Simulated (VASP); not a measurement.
Set up this calculation in VASP 6.6.1, as the native input.

```
Task                    : density of states
Functional              : PBE
Potentials or basis     : VASP PAW PBE potentials, release 64 (Hf_pv, Al, O)
Cutoff                  : 520 eV
k mesh                  : 6 × 6 × 6
Occupations             : gaussian, width 0.1 eV
Spin                    : no spin polarisation
Dipole correction       : no
k mesh for the DOS      : 9 × 9 × 9
Occupations for the DOS : tetrahedron
Further INCAR settings  : ALGO = Normal; EDIFF = 1e-06
```

Crystal: HfAl3O4.

```xyz
8
Lattice="5.9971 0.0000 0.0000 0.0000 5.9971 0.0000 0.0000 0.0000 5.9971" Properties=species:S:1:pos:R:3 pbc="T T T"
Hf    0.0000    0.0000    0.0000
Al    0.0000    0.0000    2.9986
Al    0.0000    2.9986    0.0000
Al    2.9986    0.0000    0.0000
O     4.8667    4.8667    1.1304
O     4.8667    1.1304    4.8667
O     1.1304    4.8667    4.8667
O     1.1304    1.1304    1.1304
```

One way to write it, as run:

POSCAR

```
HfAl3O4
1.0
    5.9971162376      0.0000000000      0.0000000000
    0.0000000000      5.9971162376      0.0000000000
    0.0000000000      0.0000000000      5.9971162376
Hf Al O
1 3 4
Direct
    0.0000000000      0.0000000000      0.0000000000
    0.0000000000      0.0000000000      0.5000000000
    0.0000000000      0.5000000000      0.0000000000
    0.5000000000      0.0000000000      0.0000000000
    0.8115060080      0.8115060080      0.1884939920
    0.8115060080      0.1884939920      0.8115060080
    0.1884939920      0.8115060080      0.8115060080
    0.1884939920      0.1884939920      0.1884939920
```

INCAR.step1

```
PREC = Accurate
ENCUT = 520
EDIFF = 1E-6
ISMEAR = 0
SIGMA = 0.1
LREAL = False
LASPH = True
NELM = 60
ALGO = Normal
ISIF = 2
LWAVE = False
LCHARG = True
LMAXMIX = 4
GGA = PE
NBANDS = 32
```

KPOINTS.step1

```
Automatic mesh
0
Gamma
  6 6 6
```

INCAR.step2

```
PREC = Accurate
ENCUT = 520
EDIFF = 1E-6
ISMEAR = -5
SIGMA = 0.1
LREAL = False
LASPH = True
NELM = 60
ALGO = Normal
ISIF = 2
LWAVE = False
LCHARG = False
LMAXMIX = 4
GGA = PE
LORBIT = 10
NEDOS = 1001
ICHARG = 11
```

KPOINTS.step2

```
Automatic mesh
0
Gamma
  9 9 9
```

Potentials or basis: VASP PAW PBE potentials, release 64 (Hf_pv, Al, O).

Run with:

```sh
$ cat potpaw_PBE.64/Hf_pv/POTCAR potpaw_PBE.64/Al/POTCAR potpaw_PBE.64/O/POTCAR > POTCAR
$ cp INCAR.step1 INCAR
$ cp KPOINTS.step1 KPOINTS
$ mpirun -np 1 vasp_std > vasp.out
$ cp INCAR.step2 INCAR
$ cp KPOINTS.step2 KPOINTS
$ mpirun -np 1 vasp_std > vasp.out
```

It gave:

```json
{"Valence electrons inside the program's atomic spheres": "Hf 9.03; Al 0.71; O 4.93"}
```

Caveat: spin-orbit coupling is left out, which moves the levels of the heavy elements; an odd number of electrons without spin polarisation forces a metal; a magnetic or distorted state may lie lower.

It took 120 s on 1 thread of Intel(R) Xeon(R) 6975P-C (Granite Rapids) (shared host), peak memory 0.41 GiB.
